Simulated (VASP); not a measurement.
# Zn6S7 (a cell with a defect) in VASP: notebook

Zn6S7 (a cell with a defect) is run at these levels: PBE; tasks: single point.

Everything below comes from runs of VASP 6.6.1. Logs are shortened: lines on timing, memory, paths and dates and some standing lists are left out, and cuts for length are marked.

## 1. The cell of the first run

The cell holds a defect, 13 atoms: a = 6.305 Å, b = 6.658 Å, c = 6.658 Å, α = 120.00°, β = 90.00°, γ = 90.00°.

## 2. Single point, PBE

INCAR reads:

```
PREC     = Accurate       # precision mode
ENCUT    = 400            # plane-wave cutoff, eV
EDIFF    = 1E-6           # SCF threshold, eV
ISMEAR   = 0              # smearing method
SIGMA    = 0.02           # smearing width, eV
LREAL    = False          # projectors in reciprocal space
LASPH    = True           # aspherical terms in the spheres
NELM     = 120            # most SCF steps
ALGO     = Normal         # electronic algorithm
ISIF     = 2              # what is computed and relaxed
LWAVE    = False          # write WAVECAR
LCHARG   = True           # write CHGCAR
GGA      = PE             # functional
LELF     = True           # ELF
LVHAR    = True         
NBANDS   = 69             # bands
GGA_COMPAT= False
```

KPOINTS reads:

```
Automatic mesh
0
Gamma
  2 2 2
```

POSCAR reads:

```
Zn6S7
1.0
    0.0000000000      0.0000000000      6.3046430652
   -0.0000000001     -6.6581192410      0.0000000000
    5.7661004042      3.3290596205      0.0000000000
Zn S
6 7
Direct
   -0.0011996435      0.3268792809      0.3261952487
   -0.0006513701      0.6758020850      1.0008733870
   -0.0009370554      1.0015644982      0.6753587540
    0.5033148547      0.6842469924      0.6842894434
    0.5032415685      1.0004176506      0.3167984114
    0.5032839879      0.3171376648      1.0004639842
    0.3897145503      0.3574164477      0.3573306430
    0.3892331942      0.6437188202      1.0004851430
    0.3895603766      1.0005712439      0.6436973650
    0.8663330687      0.6498156766      0.6493057427
    0.8661911712      1.0012364785      0.3523770408
    0.8660924769      0.3531515160      1.0007247030
    0.1717020808      0.0015653915      0.0008906828
```

Potentials or basis: VASP PAW PBE potentials, release 64 (Zn, S).

Started as:

```bash
$ cat potpaw_PBE.64/Zn/POTCAR potpaw_PBE.64/S/POTCAR > POTCAR
$ mpirun -np 1 vasp_std > vasp.out
```

OUTCAR:

```text
PREC = Accurate
   ENCUT = 400
   EDIFF = 1E-6
   ISMEAR = 0
   LREAL = False
   LASPH = True
   NELM = 120
   ISIF = 2
   GGA = PE

 ion  position               nearest neighbor table
   1  0.999  0.327  0.326-  10 2.31  12 2.41  11 2.41  13 2.42   7 2.47
   2  0.999  0.676  0.001-  12 2.31  11 2.41  10 2.41  13 2.43   8 2.47
   3  0.999  0.002  0.675-  11 2.31  12 2.41  10 2.41  13 2.43   9 2.47
   4  0.503  0.684  0.684-   7 2.29  10 2.30   8 2.36   9 2.36
   5  0.503  0.000  0.317-   9 2.29  11 2.30   8 2.36   7 2.37
   6  0.503  0.317  0.000-   8 2.29  12 2.30   9 2.36   7 2.36
   7  0.390  0.357  0.357-   4 2.29   6 2.36   5 2.37   1 2.47  13 2.74
   8  0.389  0.644  0.000-   6 2.29   4 2.36   5 2.36   2 2.47  13 2.75
   9  0.390  0.001  0.644-   5 2.29   4 2.36   6 2.36   3 2.47  13 2.74
  10  0.866  0.650  0.649-   4 2.30   1 2.31   2 2.41   3 2.41
  11  0.866  0.001  0.352-   5 2.30   3 2.31   2 2.41   1 2.41
  12  0.866  0.353  0.001-   6 2.30   2 2.31   3 2.41   1 2.41
  13  0.172  0.002  0.001-   1 2.42   3 2.43   2 2.43   7 2.74   9 2.74   8 2.75

  LATTYP: Found a hexagonal cell.
 ALAT       =     6.6581192410
 C/A-ratio  =     0.9469105069

  Lattice vectors:

 A1 = (  -0.0000000001,  -6.6581192410,   0.0000000000)
 A2 = (   5.7661004042,   3.3290596205,   0.0000000000)
 A3 = (   0.0000000000,   0.0000000000,   6.3046430652)

Analysis of symmetry for initial positions (statically):
=====================================================================
 Subroutine PRICEL returns:
 Original cell was already a primitive cell.

 Routine SETGRP: Setting up the symmetry group for a
 hexagonal supercell.

 Subroutine GETGRP returns: Found  1 space group operations
 (whereof  1 operations were pure point group operations)
 out of a pool of 24 trial point group operations.

The static configuration has the point symmetry C_1 .

Analysis of symmetry for dynamics (positions and initial velocities):
=====================================================================
 Subroutine PRICEL returns:
 Original cell was already a primitive cell.

 Routine SETGRP: Setting up the symmetry group for a
 hexagonal supercell.

 Subroutine GETGRP returns: Found  1 space group operations
 (whereof  1 operations were pure point group operations)
 out of a pool of 24 trial point group operations.

The dynamic configuration has the point symmetry C_1 .

 Subroutine INISYM returns: Found  1 space group operations
 (whereof  1 operations are pure point group operations),
 and found     1 'primitive' translations

----------------------------------------------------------------------------------------

                                     Primitive cell

  volume of cell :     242.0440

  direct lattice vectors                    reciprocal lattice vectors
     0.000000000  0.000000000  6.304643065     0.000000000  0.000000000  0.158613262
    -0.000000000 -6.658119241  0.000000000     0.086713717 -0.150192564  0.000000000
     5.766100404  3.329059620  0.000000000     0.173427434 -0.000000000  0.000000000

  length of vectors
     6.304643065  6.658119241  6.658119241     0.158613262  0.173427434  0.173427434

  position of ions in fractional coordinates (direct lattice)
     0.998800356  0.326879281  0.326195249
     0.999348630  0.675802085  0.000873387
     0.999062945  0.001564498  0.675358754
     0.503314855  0.684246992  0.684289443
     0.503241569  0.000417651  0.316798411
     0.503283988  0.317137665  0.000463984
     0.389714550  0.357416448  0.357330643
     0.389233194  0.643718820  0.000485143
     0.389560377  0.000571244  0.643697365
     0.866333069  0.649815677  0.649305743
     0.866191171  0.001236478  0.352377041
     0.866092477  0.353151516  0.000724703
     0.171702081  0.001565392  0.000890683

  ion indices of the primitive-cell ions
   primitive index   ion index
                 1           1
                 2           2
                 3           3
                 4           4
                 5           5
                 6           6
                 7           7
                 8           8
                 9           9
                10          10
                11          11
                12          12
                13          13

----------------------------------------------------------------------------------------

 KPOINTS: Automatic mesh

Automatic generation of k-mesh.
 Grid dimensions read from file:
 generate k-points for:    2    2    2

 Generating k-lattice:

  Cartesian coordinates                     Fractional coordinates (reciprocal lattice)
     0.000000000  0.000000000  0.079306631     0.500000000  0.000000000  0.000000000
     0.043356859 -0.075096282  0.000000000     0.000000000  0.500000000 -0.000000000
     0.086713717 -0.000000000  0.000000000     0.000000000 -0.000000000  0.500000000

  Length of vectors
     0.079306631  0.086713717  0.086713717

  Shift w.r.t. Gamma in fractional coordinates (k-lattice)
     0.000000000  0.000000000  0.000000000

 Subroutine IBZKPT returns following result:
 ===========================================

 Found      8 irreducible k-points:

 Following reciprocal coordinates:
            Coordinates               Weight
  0.000000  0.000000  0.000000      1.000000
  0.500000  0.000000  0.000000      1.000000
  0.000000  0.500000  0.000000      1.000000
  0.000000  0.000000  0.500000      1.000000
  0.000000  0.500000  0.500000      1.000000
  0.500000  0.500000  0.000000      1.000000
  0.500000  0.000000  0.500000      1.000000
  0.500000  0.500000  0.500000      1.000000
   k-points           NKPTS =      8   k-points in BZ     NKDIM =      8   number of bands    NBANDS=     69
   number of dos      NEDOS =    301   number of ions     NIONS =     13
   total plane-waves  NPLWV =  96768
   dimension x,y,z NGX =    42 NGY =   48 NGZ =   48
   dimension x,y,z NGXF=    84 NGYF=   96 NGZF=   96
   ions per type =               6   7
   NGX,Y,Z   is equivalent  to a cutoff of  11.07, 11.99, 11.99 a.u.
   NGXF,Y,Z  is equivalent  to a cutoff of  22.15, 23.97, 23.97 a.u.
 SYSTEM =  unknown system
   PREC   = accura    normal or accurate (medium, high low for compatibility)
   ISTART =      0    job   : 0-new  1-cont  2-samecut
   ICHARG =      2    charge: 1-file 2-atom 10-const
   ISPIN  =      1    spin polarized calculation?
   LNONCOLLINEAR =      F non collinear calculations
   LSORBIT =      F    spin-orbit coupling
   LASPH  =      T    aspherical Exc in radial PAW
   ENCUT  =  400.0 eV  29.40 Ry    5.42 a.u.  10.28 10.86 10.86*2*pi/ulx,y,z
   NELM   =    120;   NELMIN=  2; NELMDL= -5     # of ELM steps
   EDIFF  = 0.1E-05   stopping-criterion for ELM
   LREAL  =      F    real-space projection
   EDIFFG = 0.1E-04   stopping-criterion for IOM
   NSW    =      0    number of steps for IOM
   IBRION =     -1    ionic relax: 0-MD 1-quasi-New 2-CG
   NFREE  =      0    steps in history (QN), initial steepest desc. (CG)
   ISIF   =      2    stress and relaxation
   ISYM   =      2    0-nonsym 1-usesym 2-fastsym
   POTIM  = 0.5000    time-step for ionic-motion
   TEBEG  =    0.0;   TEEND  =   0.0 temperature during run
   PSTRESS=    0.0 pullay stress
   NELECT =     114.0000    total number of electrons
   NUPDOWN=      -1.0000    fix difference up-down
   EMIN   =  10.00;   EMAX   =-10.00  energy-range for DOS
   EFERMI =   0.00;   METHOD = LEGACY
   ISMEAR =     0;   SIGMA  =   0.02  broadening in eV -4-tet -1-fermi 0-gaus
   EFERMI_NEDOS =   21; number of points for ismear=-14 and -15
   IALGO  =     38    algorithm
   IMIX   =      4    mixing-type and parameters
     AMIX     =   0.40;   BMIX     =  1.00
     AMIX_MAG =   1.60;   BMIX_MAG =  1.00
  volume/ion in A,a.u.               =      18.62       125.65
  Fermi-wavevector in a.u.,A,eV,Ry     =   1.273733  2.407006 22.074030  1.622395
  Thomas-Fermi vector in A             =   2.406540
   LORBIT       =      0    0 simple, 1 ext, 2 COOP (PROOUT), +10 PAW based schemes
   GGA     = PE    functional components
   LHFCALC =     F    Hartree Fock is set to
   AEXX    =    0.0000 exact exchange contribution
   IVDW    =     0    specifies the selected vdW correction
   LEPSILON=     F    determine dielectric tensor
   LRPA    =     F    only Hartree local field effects (RPA)
 non-spin polarized calculation
 Gauss-broadening in eV      SIGMA  =   0.02
  energy-cutoff  :      400.00
  volume of cell :      242.04
 maximum number of plane-waves:      4412
 NGX is ok and might be reduce to    42
   NGX = 21   NGY = 21   NGZ = 21

 number of electron     113.9999957 magnetization

 Free energy of the ion-electron system (eV)
  ---------------------------------------------------
  ext. energy  EPLUGINS =         0.00000000
  ---------------------------------------------------
  free energy    TOTEN  =       -40.88861420 eV

  energy without entropy =      -40.88857313  energy(sigma->0) =      -40.88859366

 E-fermi :   3.5068     XC(G=0):  -9.9440

 val. band max:        3.4607410739   @ k =   0.5000   0.0000   0.5000
 cond. band min:       3.5494074192   @ k =   0.0000   0.0000   0.5000
 fundamental gap:      0.0886663454
 Fermi energy:         3.5067635127

 k-point     1 :       0.0000    0.0000    0.0000
  band No.  band energies     occupation
      1     -11.1073      2.00000
      2      -9.5985      2.00000
      3      -9.4033      2.00000
      4      -9.4029      2.00000
      5      -9.2866      2.00000
      6      -9.2834      2.00000
[... 61 lines left out ...]
     68       9.0859      0.00000
     69       9.0952      0.00000
[... 502 lines left out ...]
     68       8.4684      0.00000
     69       8.7831      0.00000

------------------------ aborting loop because EDIFF is reached ----------------------------------------

  FORCE on cell =-STRESS in cart. coord.  units (eV):
  Direction    XX          YY          ZZ          XY          YZ          ZX
  --------------------------------------------------------------------------------------
  -------------------------------------------------------------------------------------
  Total        8.4186924      8.5178256      8.1057390      0.0161776      0.0411365     -0.0139565
  in kB       55.7263953     56.3825939     53.6548429      0.1070854      0.2722977     -0.0923830
  external PRESSURE =      55.2546107 kB  Pullay stress =       0.0000000 kB

 VOLUME and BASIS-vectors are now :
 -----------------------------------------------------------------------------
  energy-cutoff  :      400.00
  volume of cell :      242.04
      direct lattice vectors                 reciprocal lattice vectors
     0.000000000  0.000000000  6.304643065     0.000000000  0.000000000  0.158613262
    -0.000000000 -6.658119241  0.000000000     0.086713717 -0.150192564  0.000000000
     5.766100404  3.329059620  0.000000000     0.173427434 -0.000000000  0.000000000

 POSITION                                       TOTAL-FORCE (eV/Angst)
 -----------------------------------------------------------------------------------
      1.88087     -1.09048      6.29708         0.000008      0.000181     -0.017446
      0.00504     -4.49666      6.30054        -0.000338     -0.001516     -0.018529
      3.89419      2.23789      6.29874         0.000422      0.001067     -0.017821
      3.94568     -2.27776      3.17322         0.013912     -0.008267      0.011028
      1.82669      1.05186      3.17276        -0.013769     -0.008393      0.011052
      0.00268     -2.11000      3.17303         0.000066      0.016128      0.010915
      2.06040     -1.19015      2.45701        -0.006155      0.003525      0.006174
      0.00280     -4.28434      2.45398         0.000748     -0.007830      0.007672
      3.71162      2.13910      2.45604         0.006178      0.002571      0.006367
      3.74396     -2.16497      5.46192         0.011729     -0.006228     -0.001555
      2.03184      1.16485      5.46103        -0.012703     -0.006900     -0.000827
      0.00418     -2.34891      5.46040         0.000345      0.014211     -0.000884
      0.00514     -0.00746      1.08252        -0.000442      0.001452      0.003856
 -----------------------------------------------------------------------------------
    total drift:                                0.000282     -0.000429      0.005716

  FREE ENERGIE OF THE ION-ELECTRON SYSTEM (eV)
  ---------------------------------------------------
  free  energy   TOTEN  =       -40.8886142033 eV

  energy  without entropy=      -40.8885731261  energy(sigma->0) =      -40.88859366
```

It took 79 s on 1 thread of Intel Xeon 6975P-C (Granite Rapids), shared host; peak memory 0.31 GiB.

Results:

| Quantity | Value |
| --- | --- |
| Free energy | -40.8886 eV |
| Pressure | 5.5 GPa |
| Largest force | 0.020 eV/Å |
| Band gap on the k mesh | zero (band 57 reaches 3.58 eV, above the bottom of band 58 at 3.01 eV) |

Forces on the atoms (eV/Å):
```
Zn   0.000  0.000 -0.017
Zn   0.000 -0.002 -0.019
Zn   0.000  0.001 -0.018
Zn   0.014 -0.008  0.011
Zn  -0.014 -0.008  0.011
Zn   0.000  0.016  0.011
S   -0.006  0.004  0.006
S    0.001 -0.008  0.008
S    0.006  0.003  0.006
S    0.012 -0.006 -0.002
S   -0.013 -0.007 -0.001
S    0.000  0.014 -0.001
S    0.000  0.001  0.004
```

Caveat: the k points lie up to 0.54 Å⁻¹ apart.

(Part 1 of 2 ends here.)
